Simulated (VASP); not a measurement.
# KMgF3 (P2/m) in VASP: further runs

The runs below take KMgF3 through single point, with PBEsol.

All numbers are computed with VASP 6.6.1; they aren't measurements. Logs are shortened: lines on timing, memory, paths and dates and some standing lists are left out, and cuts for length are marked.

## (1) The cell of the first run

The typed cell holds 5 atoms: a = 3.991 Å, b = 3.991 Å, c = 3.998 Å, α = 90.00°, β = 86.57°, γ = 90.00°.

## (2) Single point, PBEsol (shear of c along a, cell held: +6.0 %)

Contents of INCAR:

```
  ALGO = Normal
  EDIFF = 1E-6
  ENCUT = 520
  GGA = PS
  ISIF = 2
  ISMEAR = 0
  LASPH = T
  LCHARG = T
  LELF = T
  LREAL = F
  LVHAR = T
  LWAVE = F
  NBANDS = 24
  NELM = 80
  PREC = Accurate
  SIGMA = 0.02
```

Contents of KPOINTS:

```
k-points
0
Gamma
  6 6 6
```

Contents of POSCAR:

```
KMgF3
1.0
    3.9912537769      0.0000000000      0.0000000000
    0.0000000000      3.9912537769      0.0000000000
    0.2394752266      0.0000000000      3.9912537769
K Mg F
1 1 3
Direct
    0.5000000000      0.5000000000      0.5000000000
    0.0000000000      0.0000000000      0.0000000000
    0.0000000000      0.5000000000      0.0000000000
    0.0000000000      0.0000000000      0.5000000000
    0.5000000000      0.0000000000      0.0000000000
```

Potentials or basis: VASP PAW PBE potentials, release 64 (K_sv, Mg, F).

Started as:

```
$ cat potpaw_PBE.64/K_sv/POTCAR potpaw_PBE.64/Mg/POTCAR potpaw_PBE.64/F/POTCAR > POTCAR
$ mpirun -np 1 vasp_std > vasp.out
```

OUTCAR:

```text
EDIFF = 1E-6
   ENCUT = 520
   GGA = PS
   ISIF = 2
   ISMEAR = 0
   LASPH = T
   LREAL = F
   NELM = 80
   PREC = Accurate

 ion  position               nearest neighbor table
   1  0.500  0.500  0.500-   3 2.74   3 2.74   4 2.82   4 2.82   4 2.82   4 2.82   5 2.82   5 2.82
                             5 2.82   5 2.82   2 3.39   2 3.39   2 3.39   2 3.39   2 3.53   2 3.53
   2  0.000  0.000  0.000-   3 2.00   5 2.00   3 2.00   5 2.00   4 2.00   4 2.00   1 3.39   1 3.39
                             1 3.39   1 3.39   1 3.53   1 3.53   1 3.53   1 3.53
   3  0.000  0.500  0.000-   2 2.00   2 2.00   1 2.74   1 2.74
   4  0.000  0.000  0.500-   2 2.00   2 2.00   1 2.82   1 2.82   1 2.82   1 2.82
   5  0.500  0.000  0.000-   2 2.00   2 2.00   1 2.82   1 2.82   1 2.82   1 2.82

  LATTYP: Found a simple monoclinic cell.
 ALAT       =     3.9912537769
 B/A-ratio  =     1.0000000000
 C/A-ratio  =     1.0017983829
 COS(beta)  =    -0.0598922907

  Lattice vectors:

 A1 = (   3.9912537769,   0.0000000000,   0.0000000000)
 A2 = (   0.0000000000,  -3.9912537769,   0.0000000000)
 A3 = (  -0.2394752266,   0.0000000000,  -3.9912537769)

Analysis of symmetry for initial positions (statically):
=====================================================================
 Subroutine PRICEL returns:
 Original cell was already a primitive cell.

 Routine SETGRP: Setting up the symmetry group for a
 simple monoclinic supercell.

 Subroutine GETGRP returns: Found  4 space group operations
 (whereof  4 operations were pure point group operations)
 out of a pool of  4 trial point group operations.

The static configuration has the point symmetry C_2h.

Analysis of symmetry for dynamics (positions and initial velocities):
=====================================================================
 Subroutine PRICEL returns:
 Original cell was already a primitive cell.

 Routine SETGRP: Setting up the symmetry group for a
 simple monoclinic supercell.

 Subroutine GETGRP returns: Found  4 space group operations
 (whereof  4 operations were pure point group operations)
 out of a pool of  4 trial point group operations.

The dynamic configuration has the point symmetry C_2h.

 Subroutine INISYM returns: Found  4 space group operations
 (whereof  4 operations are pure point group operations),
 and found     1 'primitive' translations

----------------------------------------------------------------------------------------

                                     Primitive cell

  volume of cell :      63.5811

  direct lattice vectors                    reciprocal lattice vectors
     3.991253777  0.000000000  0.000000000     0.250547837  0.000000000 -0.015032870
     0.000000000  3.991253777  0.000000000     0.000000000  0.250547837  0.000000000
     0.239475227  0.000000000  3.991253777     0.000000000  0.000000000  0.250547837

  length of vectors
     3.991253777  3.991253777  3.998431579     0.250998418  0.250547837  0.250547837

  position of ions in fractional coordinates (direct lattice)
     0.500000000  0.500000000  0.500000000
     0.000000000  0.000000000  0.000000000
     0.000000000  0.500000000  0.000000000
     0.000000000  0.000000000  0.500000000
     0.500000000  0.000000000  0.000000000

  ion indices of the primitive-cell ions
   primitive index   ion index
                 1           1
                 2           2
                 3           3
                 4           4
                 5           5

----------------------------------------------------------------------------------------

 KPOINTS: k-points

Automatic generation of k-mesh.
 Grid dimensions read from file:
 generate k-points for:    6    6    6

 Generating k-lattice:

  Cartesian coordinates                     Fractional coordinates (reciprocal lattice)
     0.041757973  0.000000000 -0.002505478     0.166666667  0.000000000  0.000000000
     0.000000000  0.041757973  0.000000000     0.000000000  0.166666667  0.000000000
     0.000000000  0.000000000  0.041757973     0.000000000  0.000000000  0.166666667

  Length of vectors
     0.041833070  0.041757973  0.041757973

  Shift w.r.t. Gamma in fractional coordinates (k-lattice)
     0.000000000  0.000000000  0.000000000

 Subroutine IBZKPT returns following result:
 ===========================================

 Found     80 irreducible k-points:

 Following reciprocal coordinates:
            Coordinates               Weight
  0.000000  0.000000  0.000000      1.000000
  0.166667  0.000000 -0.000000      2.000000
  0.333333  0.000000 -0.000000      2.000000
  0.500000  0.000000  0.000000      1.000000
  0.000000  0.166667  0.000000      2.000000
  0.166667  0.166667 -0.000000      4.000000
[... 16 lines left out ...]
  0.000000  0.166667  0.166667      4.000000
  0.166667  0.166667  0.166667      4.000000
 [... further k-points ...]
   k-points           NKPTS =     80   k-points in BZ     NKDIM =     80   number of bands    NBANDS=     24
   number of dos      NEDOS =    301   number of ions     NIONS =      5
   total plane-waves  NPLWV =  27000
   dimension x,y,z NGX =    30 NGY =   30 NGZ =   30
   dimension x,y,z NGXF=    60 NGYF=   60 NGZF=   60
   ions per type =               1   1   3
   NGX,Y,Z   is equivalent  to a cutoff of  12.50, 12.50, 12.47 a.u.
   NGXF,Y,Z  is equivalent  to a cutoff of  24.99, 24.99, 24.95 a.u.
 SYSTEM =  unknown system
   PREC   = accura    normal or accurate (medium, high low for compatibility)
   ISTART =      0    job   : 0-new  1-cont  2-samecut
   ICHARG =      2    charge: 1-file 2-atom 10-const
   ISPIN  =      1    spin polarized calculation?
   LNONCOLLINEAR =      F non collinear calculations
   LSORBIT =      F    spin-orbit coupling
   LASPH  =      T    aspherical Exc in radial PAW
   ENCUT  =  520.0 eV  38.22 Ry    6.18 a.u.   7.42  7.42  7.43*2*pi/ulx,y,z
   NELM   =     80;   NELMIN=  2; NELMDL= -5     # of ELM steps
   EDIFF  = 0.1E-05   stopping-criterion for ELM
   LREAL  =      F    real-space projection
   EDIFFG = 0.1E-04   stopping-criterion for IOM
   NSW    =      0    number of steps for IOM
   IBRION =     -1    ionic relax: 0-MD 1-quasi-New 2-CG
   NFREE  =      0    steps in history (QN), initial steepest desc. (CG)
   ISIF   =      2    stress and relaxation
   ISYM   =      2    0-nonsym 1-usesym 2-fastsym
   POTIM  = 0.5000    time-step for ionic-motion
   TEBEG  =    0.0;   TEEND  =   0.0 temperature during run
   PSTRESS=    0.0 pullay stress
   NELECT =      32.0000    total number of electrons
   NUPDOWN=      -1.0000    fix difference up-down
   EMIN   =  10.00;   EMAX   =-10.00  energy-range for DOS
   EFERMI =   0.00;   METHOD = LEGACY
   ISMEAR =     0;   SIGMA  =   0.02  broadening in eV -4-tet -1-fermi 0-gaus
   EFERMI_NEDOS =   21; number of points for ismear=-14 and -15
   IALGO  =     38    algorithm
   IMIX   =      4    mixing-type and parameters
     AMIX     =   0.40;   BMIX     =  1.00
     AMIX_MAG =   1.60;   BMIX_MAG =  1.00
  volume/ion in A,a.u.               =      12.72        85.81
  Fermi-wavevector in a.u.,A,eV,Ry     =   1.302213  2.460826 23.072211  1.695760
  Thomas-Fermi vector in A             =   2.433296
   LORBIT       =      0    0 simple, 1 ext, 2 COOP (PROOUT), +10 PAW based schemes
   GGA     = PS    functional components
   LHFCALC =     F    Hartree Fock is set to
   AEXX    =    0.0000 exact exchange contribution
   IVDW    =     0    specifies the selected vdW correction
   LEPSILON=     F    determine dielectric tensor
   LRPA    =     F    only Hartree local field effects (RPA)
 non-spin polarized calculation
 Gauss-broadening in eV      SIGMA  =   0.02
  energy-cutoff  :      520.00
  volume of cell :       63.58
 maximum number of plane-waves:      1733
 NGX is ok and might be reduce to    30
   NGX = 15   NGY = 15   NGZ = 15

 number of electron      31.9999946 magnetization

 Free energy of the ion-electron system (eV)
  ---------------------------------------------------
  ext. energy  EPLUGINS =         0.00000000
  ---------------------------------------------------
  free energy    TOTEN  =       -25.23015513 eV

  energy without entropy =      -25.23015513  energy(sigma->0) =      -25.23015513

 E-fermi :  -1.5535     XC(G=0):  -9.9228

 val. band max:       -1.6750075912   @ k =   0.5000   0.5000   0.5000
 cond. band min:       5.3534914571   @ k =   0.0000   0.0000   0.0000
 fundamental gap:      7.0284990483
 Fermi energy:        -1.5534792929

 k-point     1 :       0.0000    0.0000    0.0000
  band No.  band energies     occupation
      1     -27.2116      2.00000
      2     -21.7225      2.00000
      3     -21.0675      2.00000
      4     -21.0407      2.00000
      5     -10.8112      2.00000
      6     -10.7776      2.00000
[... 16 lines left out ...]
     23      12.1482      0.00000
     24      14.7260      0.00000

 k-point     2 :       0.1667    0.0000   -0.0000
  band No.  band energies     occupation
      1     -27.2042      2.00000
      2     -21.6918      2.00000
      3     -21.0920      2.00000
      4     -21.0530      2.00000
      5     -10.7929      2.00000
      6     -10.7632      2.00000
[... 16 lines left out ...]
     23      12.1247      0.00000
     24      14.7525      0.00000

 k-point     3 :       0.3333    0.0000   -0.0000
  band No.  band energies     occupation
      1     -27.1893      2.00000
      2     -21.6170      2.00000
      3     -21.1793      2.00000
      4     -21.0518      2.00000
      5     -10.7643      2.00000
      6     -10.7340      2.00000
[... 16 lines left out ...]
     23      12.0665      0.00000
     24      14.4412      0.00000

 k-point     4 :       0.5000    0.0000    0.0000
  band No.  band energies     occupation
      1     -27.1819      2.00000
      2     -21.5662      2.00000
      3     -21.2377      2.00000
      4     -21.0502      2.00000
      5     -10.7575      2.00000
      6     -10.7193      2.00000
[... 16 lines left out ...]
     23      12.6453      0.00000
     24      13.4102      0.00000

 k-point     5 :       0.0000    0.1667    0.0000
  band No.  band energies     occupation
      1     -27.2043      2.00000
      2     -21.6913      2.00000
      3     -21.1057      2.00000
      4     -21.0383      2.00000
      5     -10.7968      2.00000
      6     -10.7741      2.00000
[... 16 lines left out ...]
     23      12.1254      0.00000
     24      14.7878      0.00000

 k-point     6 :       0.1667    0.1667   -0.0000
  band No.  band energies     occupation
      1     -27.1975      2.00000
      2     -21.6593      2.00000
      3     -21.1177      2.00000
      4     -21.0611      2.00000
      5     -10.8001      2.00000
      6     -10.7605      2.00000
[... 16 lines left out ...]
     23      12.1544      0.00000
     24      14.2389      0.00000
[... 379 lines left out ...]
 k-point    21 :      -0.3333    0.0000    0.1667
  band No.  band energies     occupation
      1     -27.1830      2.00000
      2     -21.5751      2.00000
      3     -21.1973      2.00000
      4     -21.0753      2.00000
      5     -10.7767      2.00000
      6     -10.7349      2.00000
[... 16 lines left out ...]
     23      11.9903      0.00000
     24      13.8384      0.00000

 k-point    22 :      -0.1667    0.0000    0.1667
  band No.  band energies     occupation
      1     -27.1967      2.00000
      2     -21.6568      2.00000
      3     -21.1098      2.00000
      4     -21.0773      2.00000
      5     -10.7650      2.00000
      6     -10.7489      2.00000
[... 16 lines left out ...]
     23      11.9665      0.00000
     24      14.4632      0.00000

 k-point    23 :       0.0000    0.1667    0.1667
  band No.  band energies     occupation
      1     -27.1975      2.00000
      2     -21.6601      2.00000
      3     -21.1151      2.00000
      4     -21.0632      2.00000
      5     -10.8003      2.00000
      6     -10.7600      2.00000
[... 16 lines left out ...]
     23      12.1526      0.00000
     24      14.2255      0.00000

 k-point    24 :       0.1667    0.1667    0.1667
  band No.  band energies     occupation
      1     -27.1920      2.00000
      2     -21.6329      2.00000
      3     -21.1209      2.00000
      4     -21.0782      2.00000
      5     -10.8222      2.00000
      6     -10.7904      2.00000
[... 16 lines left out ...]
     23      12.3412      0.00000
     24      14.2275      0.00000

 [... further k-points ...]

------------------------ aborting loop because EDIFF is reached ----------------------------------------

  FORCE on cell =-STRESS in cart. coord.  units (eV):
  Direction    XX          YY          ZZ          XY          YZ          ZX
  --------------------------------------------------------------------------------------
  -------------------------------------------------------------------------------------
  Total       -0.1476606     -0.1440476     -0.0845767      0.0000000      0.0000000     -1.1007945
  in kB       -3.7208939     -3.6298494     -2.1312442      0.0000000      0.0000000    -27.7388717
  external PRESSURE =      -3.1606625 kB  Pullay stress =       0.0000000 kB

 VOLUME and BASIS-vectors are now :
 -----------------------------------------------------------------------------
  energy-cutoff  :      520.00
  volume of cell :       63.58
      direct lattice vectors                 reciprocal lattice vectors
     3.991253777  0.000000000  0.000000000     0.250547837  0.000000000 -0.015032870
     0.000000000  3.991253777  0.000000000     0.000000000  0.250547837  0.000000000
     0.239475227  0.000000000  3.991253777     0.000000000  0.000000000  0.250547837

 POSITION                                       TOTAL-FORCE (eV/Angst)
 -----------------------------------------------------------------------------------
      2.11536      1.99563      1.99563         0.000000      0.000000      0.000000
      0.00000      0.00000      0.00000        -0.000000      0.000000      0.000000
      0.00000      1.99563      0.00000        -0.000000      0.000000      0.000000
      0.11974      0.00000      1.99563        -0.000000      0.000000      0.000000
      1.99563      0.00000      0.00000        -0.000000      0.000000      0.000000
 -----------------------------------------------------------------------------------
    total drift:                                0.000000     -0.000000      0.000000

  FREE ENERGIE OF THE ION-ELECTRON SYSTEM (eV)
  ---------------------------------------------------
  free  energy   TOTEN  =       -25.2301551339 eV

  energy  without entropy=      -25.2301551339  energy(sigma->0) =      -25.23015513
```

It took 43 s on 1 thread of AMD EPYC 9R45 (Zen 5), shared host; peak memory 0.22 GiB.

Results:

```
Free energy            : -25.2302 eV
Pressure               : -0.3 GPa
Band gap on the k mesh : 7.03 eV (least direct gap 7.25 eV)
```

Caveat: the cell differs from its parent crystal (shear of c along a, cell held: +6.0 %); the PAW data sets were made with another functional, which shifts forces and pressure a little. A k mesh can miss the band edges.

## (3) Single point, PBEsol (shear of c along a, cell held: +9.0 %)

Contents of INCAR:

```
PREC = Accurate
ENCUT = 520
EDIFF = 1E-6
ISMEAR = 0
SIGMA = 0.02
LREAL = F
LASPH = T
NELM = 100
ALGO = Normal
ISIF = 2
LWAVE = F
LCHARG = T
GGA = PS
LELF = T
LVHAR = T
NBANDS = 24
```

Contents of KPOINTS:

```
regular mesh
0
Gamma
  6 6 6
```

Changes to POSCAR since step 2:

```diff
@@ -4,3 +4,3 @@
     0.0000000000      3.9912537769      0.0000000000
-    0.2394752266      0.0000000000      3.9912537769
+    0.3592128399      0.0000000000      3.9912537769
 K Mg F
```

Potentials or basis: VASP PAW PBE potentials, release 64 (K_sv, Mg, F).

Started as:

```
$ cat potpaw_PBE.64/K_sv/POTCAR potpaw_PBE.64/Mg/POTCAR potpaw_PBE.64/F/POTCAR > POTCAR
$ mpirun -np 1 vasp_std > vasp.out
```

Run time: 44 s. Hardware: 1 thread of AMD EPYC 9R45 (Zen 5), shared host; peak memory 0.22 GiB.

It converged, with:

- Free energy: -25.1887 eV
- Pressure: -0.2 GPa
- Band gap on the k mesh: 6.95 eV (least direct gap 7.13 eV)

Stress tensor (GPa, compression positive):
```
-0.36  0.00 -4.20
 0.00 -0.33  0.00
-4.20  0.00  0.02
```

Levels at points of the mesh, in eV from the valence-band top:
| k point | band 12 | band 13 | band 14 | band 15 | band 16 | band 17 | band 18 | band 19 | band 20 | band 21 |
| --- | --- | --- | --- | --- | --- | --- | --- | --- | --- | --- |
| (0.00, 0.00, 0.00) | -0.70 | -0.67 | -0.54 | -0.44 | -0.18 | 6.95 | 9.74 | 9.85 | 11.76 | 12.01 |
| (0.50, 0.00, 0.00) | -1.00 | -0.96 | -0.96 | -0.65 | -0.63 | 9.78 | 10.11 | 10.80 | 12.50 | 12.73 |
| (0.00, 0.50, 0.00) | -1.01 | -0.97 | -0.95 | -0.92 | -0.29 | 9.82 | 10.06 | 10.91 | 12.20 | 12.66 |
| (0.50, 0.50, 0.00) | -1.21 | -1.13 | -0.98 | -0.97 | -0.13 | 10.60 | 11.39 | 12.19 | 12.29 | 12.63 |
| (0.00, 0.00, 0.50) | -1.00 | -0.94 | -0.93 | -0.65 | -0.63 | 9.76 | 10.10 | 10.78 | 12.49 | 12.75 |
| (0.50, 0.00, 0.50) | -1.23 | -1.06 | -1.04 | -0.99 | -0.02 | 10.62 | 11.45 | 12.16 | 12.36 | 12.43 |
| (0.00, 0.50, 0.50) | -1.20 | -1.11 | -1.00 | -0.99 | -0.13 | 10.59 | 11.37 | 12.17 | 12.28 | 12.66 |
| (0.50, 0.50, 0.50) | -1.25 | -1.23 | -0.14 | -0.09 | 0.00 | 9.89 | 10.22 | 10.44 | 13.64 | 13.88 |

Caveat: the cell differs from its parent crystal (shear of c along a, cell held: +9.0 %); the PAW data sets were made with another functional, which shifts forces and pressure a little. A k mesh can miss the band edges.

## (4) Single point, PBEsol

Contents of INCAR:

```
SYSTEM = KMgF3
PREC = Accurate
ENCUT = 520
EDIFF = 1E-7
ISMEAR = 0
SIGMA = 0.02
LREAL = .False.
LASPH = .True.
NELM = 60
ALGO = Normal
ISIF = 2
LWAVE = .False.
LCHARG = .False.
GGA = PS
NBANDS = 24
```

Contents of KPOINTS:

```
Automatic mesh
0
Gamma
  6 6 6
  0 0 0
```

POSCAR is that of step 3.

Started as:

```
$ cat potpaw_PBE.64/K_sv/POTCAR potpaw_PBE.64/Mg/POTCAR potpaw_PBE.64/F/POTCAR > POTCAR
$ mpirun -np 1 vasp_std > vasp.out
```

Wall time 46 s (1 thread of AMD EPYC 9R45 (Zen 5), shared host); peak memory 0.22 GiB.

The run converged. Its results:

| Item | Value |
| --- | --- |
| Free energy | -25.1887 eV |
| Pressure | -0.2 GPa |
| Band gap on the k mesh | 6.95 eV (least direct gap 7.13 eV) |

Stress tensor (GPa, compression positive):
```
-0.36  0.00 -4.20
 0.00 -0.33  0.00
-4.20  0.00  0.02
```

Levels at points of the mesh, in eV from the valence-band top:
```csv
k point,band 12,band 13,band 14,band 15,band 16,band 17,band 18,band 19,band 20,band 21
"(0.00, 0.00, 0.00)",-0.70,-0.67,-0.54,-0.44,-0.18,6.95,9.74,9.85,11.76,12.01
"(0.50, 0.00, 0.00)",-1.00,-0.96,-0.96,-0.65,-0.63,9.78,10.11,10.80,12.50,12.73
"(0.00, 0.50, 0.00)",-1.01,-0.97,-0.95,-0.92,-0.29,9.82,10.06,10.91,12.20,12.66
"(0.50, 0.50, 0.00)",-1.21,-1.13,-0.98,-0.97,-0.13,10.60,11.39,12.19,12.29,12.63
"(0.00, 0.00, 0.50)",-1.00,-0.94,-0.93,-0.65,-0.63,9.77,10.10,10.78,12.49,12.75
"(0.50, 0.00, 0.50)",-1.23,-1.06,-1.04,-0.99,-0.02,10.62,11.45,12.16,12.36,12.43
"(0.00, 0.50, 0.50)",-1.20,-1.11,-1.00,-0.99,-0.13,10.59,11.37,12.17,12.28,12.66
"(0.50, 0.50, 0.50)",-1.25,-1.23,-0.14,-0.09,0.00,9.89,10.22,10.44,13.64,13.88
```

Caveat: the PAW data sets were made with another functional, which shifts forces and pressure a little.
